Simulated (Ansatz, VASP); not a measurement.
## One calculation of KF, two programs

```xyz
2
Lattice="0.0000 2.7002 2.6735 2.7002 0.0000 2.6735 2.7002 2.7002 0.0000" Properties=species:S:1:pos:R:3 pbc="T T T"
K     0.0000    0.0000    0.0000
F     2.7002    2.7002    2.6735
```

Change from the starting cell: equal xx and yy strain of +1 %.

Alike in both runs: task single point; functional PBEsol; k mesh 9 × 9 × 9; occupations fermi-dirac, width 0.01 eV; no spin polarisation.

|  | VASP | Ansatz |
| --- | --- | --- |
| version | VASP 6.6.1 | Ansatz 0.2.0 |
| potentials or method | VASP PAW PBE potentials, release 64 (K_sv, F), cutoff 520 eV | all-electron LAPW, scalar-relativistic |

```tsv
	VASP	Ansatz	Ansatz less VASP
gap on the k mesh at the Fermi level (eV)	5.91	5.93	+0.011
pressure (GPa)	-1.2	-1.3	-0.03
traceless stress, the component that is largest in VASP (GPa)	0.30	0.28	-0.013
```

VASP's potentials were made for PBE, not for PBEsol. Ansatz ran all-electron here, and VASP with PAW potentials.
